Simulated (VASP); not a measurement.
A run of VASP 6.6.1 is set up as follows.

File INCAR:

```
PREC     = Accurate       # precision mode
ENCUT    = 500            # plane-wave cutoff, eV
EDIFF    = 1E-6           # SCF threshold, eV
ISMEAR   = 0              # smearing method
SIGMA    = 0.05           # smearing width, eV
LREAL    = False          # projectors in reciprocal space
LASPH    = True           # aspherical terms in the spheres
NELM     = 120            # most SCF steps
ALGO     = Normal         # electronic algorithm
ISIF     = 2              # what is computed and relaxed
LWAVE    = False          # write WAVECAR
LCHARG   = False          # write CHGCAR
GGA      = PE             # functional
NBANDS   = 13             # bands
GGA_COMPAT= False
```

Contents of KPOINTS:

```
regular mesh
0
Gamma
  7 7 7
```

POSCAR

```
S
1.0
    0.0000000000      2.8945658190      2.8945658190
    2.8945658190      0.0000000000      2.8945658190
    2.8945658190      2.8945658190      0.0000000000
S
2
Direct
    0.0000000000      0.0000000000      0.0000000000
    0.2500000000      0.2500000000      0.2500000000
```

Potentials or basis: VASP PAW PBE potentials, release 64 (S).

The run is started by

```bash
$ cat potpaw_PBE.64/S/POTCAR > POTCAR
$ mpirun -np 1 vasp_std > vasp.out
```

Task: Predict the pressure.

Result: -0.1 GPa.

Task: Estimate the band gap on the k mesh.

Result: Zero (bands 6 and 7 overlap by 1.13 eV).
